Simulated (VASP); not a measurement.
Write the native input for VASP 6.6.1 that does the following.

```yaml
Task: single point
Functional: LDA
Potentials_or_basis: VASP PAW LDA potentials, release 64 (Zn, S)
Cutoff: 520 eV
k_mesh: 12 × 12 × 12
Occupations: fermi-dirac, width 0.05 eV
Spin: no spin polarisation
Dipole_correction: no
Further_INCAR_settings: ALGO = Normal; EDIFF = 1e-07; NBANDS = 16
```

The structure of ZnS (zincblende type) lies in POSCAR:

```
ZnS
1.0
    0.0000000000      2.5943342591      2.5943342591
    2.5943342591      0.0000000000      2.5943342591
    2.5943342591      2.5943342591      0.0000000000
Zn S
1 1
Direct
    0.0000000000      0.0000000000      0.0000000000
    0.2500000000      0.2500000000      0.2500000000
```

This cell differs from its parent crystal: volume scaled by 0.94.

The input as run:

INCAR

```
  PREC = Accurate
  ENCUT = 520
  EDIFF = 1E-7
  ISMEAR = -1
  SIGMA = 0.05
  LREAL = False
  LASPH = True
  NELM = 80
  ALGO = Normal
  ISIF = 2
  LWAVE = False
  LCHARG = False
  NBANDS = 16
```

KPOINTS

```
regular mesh
0
Gamma
  12 12 12
```

Potentials or basis: VASP PAW LDA potentials, release 64 (Zn, S).

Run with:

```console
$ cat potpaw_LDA.64/Zn/POTCAR potpaw_LDA.64/S/POTCAR > POTCAR
$ mpirun -np 1 vasp_std > vasp.out
```

Results of the run:

The pressure is 6.5 GPa. The band gap on the k mesh is 2.45 eV, direct.

Run time: 21 s on 1 thread of AMD EPYC 9R45 96-Core Processor (Zen 5), on a shared host, peak memory 0.13 GiB.
